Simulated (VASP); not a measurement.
# Li (a cell with a defect) in VASP: relaxation of the atoms with PBE

Aim: the relaxation of the atoms of Li (a cell with a defect) with PBE.

All numbers are computed with VASP 6.6.1; they aren't measurements. Logs are shortened: lines on timing, memory, paths and dates and some standing lists are left out, and cuts for length are marked.

## Step 1: The cell of the first run

The cell holds a defect, 17 atoms: a = 6.980 Å, b = 6.980 Å, c = 6.980 Å, α = 90.00°, β = 90.00°, γ = 90.00°.

## Step 2: Relaxation of the atoms, PBE

File INCAR:

```
PREC = Accurate
ENCUT = 520
EDIFF = 1E-7
ISMEAR = -1
SIGMA = 0.15
LREAL = Auto
LASPH = True
NELM = 100
ALGO = Normal
ISIF = 2
LWAVE = False
LCHARG = False
GGA = PE
IBRION = 2
NSW = 80
EDIFFG = -0.03
```

File KPOINTS:

```
regular mesh
0
Gamma
  3 3 3
```

File POSCAR:

```
Li
1.0
    6.9800000000      0.0000000000      0.0000000000
    0.0000000000      6.9800000000      0.0000000000
    0.0000000000      0.0000000000      6.9800000000
Li
17
Direct
    0.0000000000      0.0000000000      0.0000000000
    0.5000000000      0.0000000000      0.0000000000
    0.0000000000      0.5000000000      0.0000000000
    0.0000000000      0.0000000000      0.5000000000
    0.2500000000      0.2500000000      0.2500000000
    0.5000000000      0.5000000000      0.0000000000
    0.5000000000      0.0000000000      0.5000000000
    0.7500000000      0.2500000000      0.2500000000
    0.0000000000      0.5000000000      0.5000000000
    0.2500000000      0.7500000000      0.2500000000
    0.2500000000      0.2500000000      0.7500000000
    0.5000000000      0.5000000000      0.5000000000
    0.7500000000      0.7500000000      0.2500000000
    0.7500000000      0.2500000000      0.7500000000
    0.2500000000      0.7500000000      0.7500000000
    0.7500000000      0.7500000000      0.7500000000
    0.7460987400      0.8629295600      0.4977657100
```

Potentials or basis: VASP PAW PBE potentials, release 64 (Li_sv).

On the command line:

```sh
> cat potpaw_PBE.64/Li_sv/POTCAR > POTCAR
> mpirun -np 1 vasp_std > vasp.out
```

OUTCAR:

```text
PREC = Accurate
   ENCUT = 520
   EDIFF = 1E-7
   ISMEAR = -1
   LREAL = Auto
   LASPH = True
   NELM = 100
   ISIF = 2
   GGA = PE
   IBRION = 2
   NSW = 80
   EDIFFG = -0.03

 ion  position               nearest neighbor table
   1  0.000  0.000  0.000-
   2  0.500  0.000  0.000-
   3  0.000  0.500  0.000-
   4  0.000  0.000  0.500-  17 2.01
   5  0.250  0.250  0.250-
   6  0.500  0.500  0.000-
   7  0.500  0.000  0.500-  17 1.97
   8  0.750  0.250  0.250-
   9  0.000  0.500  0.500-
  10  0.250  0.750  0.250-
  11  0.250  0.250  0.750-
  12  0.500  0.500  0.500-
  13  0.750  0.750  0.250-  17 1.90
  14  0.750  0.250  0.750-
  15  0.250  0.750  0.750-
  16  0.750  0.750  0.750-  17 1.93
  17  0.746  0.863  0.498-  13 1.90  16 1.93   7 1.97   4 2.01

  LATTYP: Found a simple cubic cell.
 ALAT       =     6.9800000000

  Lattice vectors:

 A1 = (   6.9800000000,   0.0000000000,   0.0000000000)
 A2 = (   0.0000000000,   6.9800000000,   0.0000000000)
 A3 = (   0.0000000000,   0.0000000000,   6.9800000000)

Analysis of symmetry for initial positions (statically):
=====================================================================
 Subroutine PRICEL returns:
 Original cell was already a primitive cell.

 Routine SETGRP: Setting up the symmetry group for a
 simple cubic supercell.

 Subroutine GETGRP returns: Found  1 space group operations
 (whereof  1 operations were pure point group operations)
 out of a pool of 48 trial point group operations.

The static configuration has the point symmetry C_1 .

Analysis of symmetry for dynamics (positions and initial velocities):
=====================================================================
 Subroutine PRICEL returns:
 Original cell was already a primitive cell.

 Routine SETGRP: Setting up the symmetry group for a
 simple cubic supercell.

 Subroutine GETGRP returns: Found  1 space group operations
 (whereof  1 operations were pure point group operations)
 out of a pool of 48 trial point group operations.

The dynamic configuration has the point symmetry C_1 .

 Subroutine INISYM returns: Found  1 space group operations
 (whereof  1 operations are pure point group operations),
 and found     1 'primitive' translations

[... 112 lines left out ...]
   NELM   =    100;   NELMIN=  2; NELMDL= -5     # of ELM steps
   EDIFF  = 0.1E-06   stopping-criterion for ELM
   LREAL  =      T    real-space projection
   EDIFFG = -.3E-01   stopping-criterion for IOM
   NSW    =     80    number of steps for IOM
   IBRION =      2    ionic relax: 0-MD 1-quasi-New 2-CG
   NFREE  =      1    steps in history (QN), initial steepest desc. (CG)
   ISIF   =      2    stress and relaxation
   ISYM   =      2    0-nonsym 1-usesym 2-fastsym
   POTIM  = 0.5000    time-step for ionic-motion
   TEBEG  =    0.0;   TEEND  =   0.0 temperature during run
   PSTRESS=    0.0 pullay stress
   NELECT =      51.0000    total number of electrons
   NUPDOWN=      -1.0000    fix difference up-down
   EMIN   =  10.00;   EMAX   =-10.00  energy-range for DOS
   EFERMI =   0.00;   METHOD = LEGACY
   ISMEAR =    -1;   SIGMA  =   0.15  broadening in eV -4-tet -1-fermi 0-gaus
   EFERMI_NEDOS =   21; number of points for ismear=-14 and -15
   IALGO  =     38    algorithm
   IMIX   =      4    mixing-type and parameters
     AMIX     =   0.40;   BMIX     =  1.00
     AMIX_MAG =   1.60;   BMIX_MAG =  1.00
  volume/ion in A,a.u.               =      20.00       134.99
  Fermi-wavevector in a.u.,A,eV,Ry     =   0.869780  1.643646 10.293044  0.756517
  Thomas-Fermi vector in A             =   1.988651
   LORBIT       =      0    0 simple, 1 ext, 2 COOP (PROOUT), +10 PAW based schemes
   GGA     = PE    functional components
   LHFCALC =     F    Hartree Fock is set to
   AEXX    =    0.0000 exact exchange contribution
   IVDW    =     0    specifies the selected vdW correction
   LEPSILON=     F    determine dielectric tensor
   LRPA    =     F    only Hartree local field effects (RPA)
 conjugate gradient relaxation of ions
 non-spin polarized calculation
  energy-cutoff  :      520.00
  volume of cell :      340.07
 maximum number of plane-waves:      9180
 NGX is ok and might be reduce to    54
   NGX = 25   NGY = 25   NGZ = 25

--------------------------------------- Ionic step        1  -------------------------------------------

 number of electron      50.9999921 magnetization

 Free energy of the ion-electron system (eV)
  ---------------------------------------------------
  ext. energy  EPLUGINS =         0.00000000
  ---------------------------------------------------
  free energy    TOTEN  =       -30.32000161 eV

  energy without entropy =      -29.76727683  energy(sigma->0) =      -30.04363922

------------------------ aborting loop because EDIFF is reached ----------------------------------------

  FORCE on cell =-STRESS in cart. coord.  units (eV):
  Direction    XX          YY          ZZ          XY          YZ          ZX
  --------------------------------------------------------------------------------------
  -------------------------------------------------------------------------------------
  Total        2.0685008      0.4562669      2.9548889     -0.1424311      0.0821320     -0.0027024
  in kB        9.7454078      2.1496276     13.9214820     -0.6710413      0.3869517     -0.0127320
  external PRESSURE =       8.6055058 kB  Pullay stress =       0.0000000 kB
[... 134 lines left out ...]
  FREE ENERGIE OF THE ION-ELECTRON SYSTEM (eV)
  ---------------------------------------------------
  free  energy   TOTEN  =       -31.6861849776 eV

  energy  without entropy=      -31.1313056489  energy(sigma->0) =      -31.40874531

[... ionic steps 4 to 14 ...]

--------------------------------------- Ionic step       15  -------------------------------------------

 number of electron      50.9999982 magnetization

------------------------ aborting loop because EDIFF is reached ----------------------------------------
[... 97 lines left out ...]
--------------------------------------- Ionic step       17  -------------------------------------------

 number of electron      50.9999992 magnetization

 Free energy of the ion-electron system (eV)
  ---------------------------------------------------
  ext. energy  EPLUGINS =         0.00000000
  ---------------------------------------------------
  free energy    TOTEN  =       -31.88094517 eV

  energy without entropy =      -31.33619991  energy(sigma->0) =      -31.60857254

 E-fermi :   0.6102     XC(G=0):  -7.0700

 val. band max:        0.4971987300   @ k =   0.3333   0.3333   0.0000
 cond. band min:       0.6129971245   @ k =   0.0000   0.3333   0.3333
 fundamental gap:      0.1157983945
 Fermi energy:         0.6101512792

 k-point     1 :       0.0000    0.0000    0.0000
  band No.  band energies     occupation
      1     -46.2509      2.00000
      2     -45.9636      2.00000
      3     -45.9583      2.00000
      4     -45.9568      2.00000
      5     -45.9547      2.00000
      6     -45.9251      2.00000
[... 551 lines left out ...]
  FREE ENERGIE OF THE ION-ELECTRON SYSTEM (eV)
  ---------------------------------------------------
  free  energy   TOTEN  =       -31.8809451691 eV

  energy  without entropy=      -31.3361999110  energy(sigma->0) =      -31.60857254

 reached required accuracy - stopping structural energy minimisation
```

OSZICAR:

```text
N       E                     dE             d eps       ncg     rms          rms(c)
DAV:   1     0.289493531154E+03    0.28949E+03   -0.23186E+04   976   0.149E+03
DAV:   2     0.502126622083E+02   -0.23928E+03   -0.22953E+03   952   0.385E+02
DAV:   3    -0.113688286337E+02   -0.61581E+02   -0.59952E+02  1850   0.958E+01
[... 209 lines left out ...]
DAV:   2    -0.318804690164E+02   -0.65227E-02   -0.66065E-02  1084   0.159E+00    0.274E-02
DAV:   3    -0.318809337760E+02   -0.46476E-03   -0.48316E-03  1720   0.329E-01    0.259E-02
DAV:   4    -0.318809428981E+02   -0.91221E-05   -0.91433E-05  1504   0.500E-02    0.140E-02
DAV:   5    -0.318809440055E+02   -0.11074E-05   -0.16158E-05  1504   0.273E-02    0.296E-03
DAV:   6    -0.318809451333E+02   -0.11278E-05   -0.10188E-05  1456   0.141E-02    0.353E-03
DAV:   7    -0.318809451691E+02   -0.35848E-07   -0.27148E-07   840   0.347E-03
  17 F= -.31880945E+02 E0= -.31608573E+02  d E =-.141990E-02
```

CONTCAR:

```text
Li
   1.00000000000000
     6.9800000000000004    0.0000000000000000    0.0000000000000000
     0.0000000000000000    6.9800000000000004    0.0000000000000000
     0.0000000000000000    0.0000000000000000    6.9800000000000004
  Li
    17
Direct
     0.9973372957450261    0.9952270818745835    0.0001670063582732
     0.5033379996229644    0.9950869073990440    0.0001186942411657
     0.0171277842094231    0.4821939970053001    0.9997319135258496
     0.0488053633914921    0.0478202476187165    0.5004870386590469
     0.2487826025040906    0.2657444985483989    0.2348853812748176
     0.4841122309852972    0.4821657738312580    0.9996955059654199
[... 9 lines left out ...]
     0.7521859558985449    0.6983187364207800    0.8001427434248691
     0.7438476283351345    0.8739216295580221    0.4981425468430957

  0.00000000E+00  0.00000000E+00  0.00000000E+00
  0.00000000E+00  0.00000000E+00  0.00000000E+00
  0.00000000E+00  0.00000000E+00  0.00000000E+00
  0.00000000E+00  0.00000000E+00  0.00000000E+00
  0.00000000E+00  0.00000000E+00  0.00000000E+00
  0.00000000E+00  0.00000000E+00  0.00000000E+00
[... 9 lines left out ...]
  0.00000000E+00  0.00000000E+00  0.00000000E+00
  0.00000000E+00  0.00000000E+00  0.00000000E+00
```

Wall time 30 min (1 thread of AMD EPYC 9R45 (Zen 5), shared host); peak memory 0.42 GiB.

Results:

| Quantity | Value |
| --- | --- |
| Free energy | -31.8809 eV |
| Energy gained by relaxing | 91.8 meV/atom |
| Ionic steps | 17 |
| Largest force after relaxing | 0.028 eV/Å |
| Band gap on the k mesh | zero (an odd number of electrons rules out a gap without spin polarisation) |

Forces on the atoms (eV/Å):
```
Li  -0.003 -0.003  0.000
Li   0.003 -0.004  0.001
Li   0.005  0.025  0.000
Li   0.002  0.001  0.001
Li   0.000 -0.021 -0.011
Li  -0.003  0.024  0.001
Li  -0.021  0.019  0.000
Li   0.002  0.001 -0.004
Li   0.000  0.000 -0.001
Li   0.006  0.003  0.005
Li   0.000 -0.022  0.012
Li  -0.004 -0.004  0.000
Li   0.007 -0.015 -0.020
Li   0.002  0.002  0.003
Li   0.005  0.003 -0.007
Li   0.005 -0.010  0.015
Li  -0.005  0.002  0.003
```

Step by step:
```tsv
step	energy change (eV)	largest force (eV/Å)	pressure (GPa)
1	0.0000	1.9281	0.86
2	-0.5309	1.4575	0.68
3	-1.3662	0.3633	0.44
4	-1.4170	0.3550	0.47
5	-1.4171	0.3655	0.48
6	-1.4571	0.2875	0.46
7	-1.5256	0.1281	0.42
8	-1.5296	0.1613	0.42
9	-1.5402	0.1079	0.42
10	-1.5476	0.0897	0.42
11	-1.5481	0.1047	0.41
12	-1.5551	0.0586	0.42
13	-1.5567	0.0419	0.42
14	-1.5568	0.0432	0.42
15	-1.5587	0.0332	0.41
16	-1.5595	0.0457	0.41
17	-1.5609	0.0283	0.41
```

Final structure:
```
Li
1.0
     6.98000    0.00000    0.00000
     0.00000    6.98000    0.00000
     0.00000    0.00000    6.98000
Li
17
Direct
  0.99734 0.99523 0.00017
  0.50334 0.99509 0.00012
  0.01713 0.48219 0.99973
  0.04881 0.04782 0.50049
  0.24878 0.26574 0.23489
  0.48411 0.48217 0.99970
  0.44715 0.05379 0.50057
  0.75006 0.24636 0.25029
  0.00024 0.50234 0.49996
  0.25091 0.75434 0.25326
  0.24866 0.26603 0.76528
  0.50024 0.50221 0.49991
  0.75226 0.69696 0.19861
  0.75010 0.24622 0.74964
  0.25094 0.75421 0.74688
  0.75219 0.69832 0.80014
  0.74385 0.87392 0.49814
```

Levels at points of the mesh, in eV from the Fermi level:
| k point | band 21 | band 22 | band 23 | band 24 | band 25 | band 26 | band 27 | band 28 | band 29 | band 30 |
| --- | --- | --- | --- | --- | --- | --- | --- | --- | --- | --- |
| (0.00, 0.00, 0.00) | -1.24 | -1.23 | -1.13 | -1.11 | 0.07 | 0.12 | 0.23 | 0.23 | 0.31 | 0.37 |

Caveat: the cutoff is under 1.25 times the usual one of these potentials, so pressure, stress and relaxed cells hold a basis-set (Pulay) error.

The gap in the log of VASP goes by the Fermi energy; the results here count the filled bands.